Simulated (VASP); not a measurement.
Input of a VASP 6.6.1 run:

The input POSCAR:

```
BN
1.0
    0.0000000000     -1.8130010000     -1.8130010000
    0.0000000000      1.8130010000     -1.8130010000
    3.6260020000      0.0000000000      0.0000000000
B N
2 2
Direct
    0.5000000000      0.5000000000      0.4710424870
    0.0000000000      0.0000000000      0.0289575130
    0.0000000000      0.5000000000      0.2500000000
    0.5000000000      0.0000000000      0.7500000000
```

Contents of INCAR.step1:

```
PREC     = Accurate       # precision mode
ENCUT    = 520            # plane-wave cutoff, eV
ISMEAR   = 0              # smearing method
SIGMA    = 0.05           # smearing width, eV
LREAL    = False          # projectors in reciprocal space
LASPH    = True           # aspherical terms in the spheres
NELM     = 100            # most SCF steps
NBANDS   = 16             # bands
GGA      = PE             # functional
ALGO     = Normal         # electronic algorithm
EDIFF    = 1E-4           # SCF threshold, eV
LWAVE    = True           # write WAVECAR
LCHARG   = False          # write CHGCAR
```

File INCAR.step2:

```
PREC     = Accurate       # precision mode
ENCUT    = 520            # plane-wave cutoff, eV
EDIFF    = 1E-6           # SCF threshold, eV
ISMEAR   = 0              # smearing method
SIGMA    = 0.05           # smearing width, eV
LREAL    = False          # projectors in reciprocal space
LASPH    = True           # aspherical terms in the spheres
NELM     = 100            # most SCF steps
ALGO     = Normal         # electronic algorithm
ISIF     = 2              # what is computed and relaxed
LWAVE    = False          # write WAVECAR
LCHARG   = True           # write CHGCAR
METAGGA  = R2SCAN         # meta-GGA
LMIXTAU  = True         
LELF     = True           # ELF
LVHAR    = True         
NBANDS   = 16             # bands
ISTART   = 1
```

File KPOINTS:

```
regular mesh
0
Gamma
  10 10 6
```

Potentials or basis: VASP PAW PBE potentials, release 64 (B, N).

The run is started by

```console
$ cat potpaw_PBE.64/B/POTCAR potpaw_PBE.64/N/POTCAR > POTCAR
$ cp INCAR.step1 INCAR
$ mpirun -np 1 vasp_std > vasp.out
$ cp INCAR.step2 INCAR
$ mpirun -np 1 vasp_std > vasp.out
```

(1) Predict the pressure.

(2) Estimate the band gap on the k mesh.

(3) Estimate the largest force.

## Answers

(1) -0.3 GPa.

(2) 2.80 eV, indirect (least direct gap 4.46 eV).

(3) 5.499 eV/Å.

Caveat: the cell differs from its parent crystal (mode 12 (1156.9 1/cm) frozen in, largest displacement +0.105 Å); the PAW data sets were made with another functional, which shifts forces and pressure a little.
